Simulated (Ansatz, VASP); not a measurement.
**Two plane-wave programs on CdO5**

```xyz
6
Lattice="3.7797 0.0000 0.0000 -1.8898 3.2733 0.0000 0.0000 0.0000 8.8555" Properties=species:S:1:pos:R:3 pbc="T T T"
Cd    0.0000    0.0000    0.0000
O     0.0000    0.0000    5.0346
O     0.0000    0.0000    3.8209
O     1.8898    1.0911    5.0343
O     1.8898    1.0911    3.8212
O     0.0000    2.1822    0.0000
```

Alike in both runs: functional PBE; k mesh 12 × 12 × 4; occupations gaussian, width 0.1 eV; no spin polarisation.

Ansatz relaxed the structure, and its values are those at the end. VASP's run is a single point on that final structure, the one shown.

```csv
,VASP,Ansatz
version,VASP 6.6.1,Ansatz 0.2.0
potentials or method,"VASP PAW PBE potentials, release 64 (Cd, O), cutoff 520 eV","scalar-relativistic, plane waves, PAW"
valence electrons in the cell,42,50
```

Ansatz gave:

- gap on the k mesh at the Fermi level (eV): none
- pressure (GPa): 0.0
- rms of the force components (eV/Å): 0.000

**Question.** Estimate VASP's values.

**Answer.** gap on the k mesh at the Fermi level (eV): none; pressure (GPa): 1.6; rms of the force components (eV/Å): 0.588.

A gap of «none» marks a metal or a gap that the smearing closes. The functional is the same, so the differences come from potentials, cutoffs and numerics. VASP's potentials hold 42 valence electrons a cell and Ansatz's 50, so a difference there can come from the potentials and not from the codes.

Noted on VASP's run: the standard files for N, O and F lose accuracy on very short bonds.
